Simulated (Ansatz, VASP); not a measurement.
# Li2S in VASP and in Ansatz

Contents of INCAR:

```
PREC = Accurate ; ENCUT = 750
EDIFF = 1E-6 ; ISMEAR = 1
SIGMA = 0.2 ; LREAL = False
LASPH = True ; NELM = 120
ALGO = Normal ; ISIF = 2
LWAVE = False ; LCHARG = False
GGA = PE ; NBANDS = 13
GGA_COMPAT = False
```

Contents of KPOINTS:

```
regular mesh
0
Gamma
  6 6 6
```

POSCAR

```
Li2S
1.0
    0.0000000000      2.8452943747      2.8452943747
    2.8452943747      0.0000000000      2.8452943747
    2.8452943747      2.8452943747      0.0000000000
Li S
2 1
Direct
    0.2500000000      0.2500000000      0.2500000000
    0.7500000000      0.7500000000      0.7500000000
    0.0000000000      0.0000000000      0.0000000000
```

Input for Ansatz:

```yaml
crystal:
  lattice:
    - [0.0, 2.8452943747, 2.8452943747]
    - [2.8452943747, 0.0, 2.8452943747]
    - [2.8452943747, 2.8452943747, 0.0]
  atoms:
    - { symbol: Li, position: [0.25, 0.25, 0.25] }
    - { symbol: Li, position: [0.75, 0.75, 0.75] }
    - { symbol: S, position: [0.0, 0.0, 0.0] }
kpoints:
  mp_grid: { grid: [6, 6, 6] }
hamiltonian:
  xc: pbe
scf:
  occupations: { method: methfessel_paxton, width: 0.2 }
  n_extra_bands: 4
output:
  forces: true
  stress: true
  eigenvalues: true
```

Alike in both runs: task single point; functional PBE; k mesh 6 × 6 × 6; occupations methfessel-paxton of order 1, width 0.2 eV; no spin polarisation.

|  | VASP | Ansatz |
| --- | --- | --- |
| version | VASP 6.6.1 | Ansatz 0.2.0 |
| potentials or method | VASP PAW PBE potentials, release 64 (Li_sv, S) | plane waves |
| plane-wave cutoff (eV) | 750 | 420 |
| valence electrons in the cell | 12 | 12 |

```tsv
	VASP	Ansatz	Ansatz less VASP
gap on the k mesh at the Fermi level (eV)	3.39	3.39	+0.001
pressure (GPa)	0.2	0.3	+0.14
```
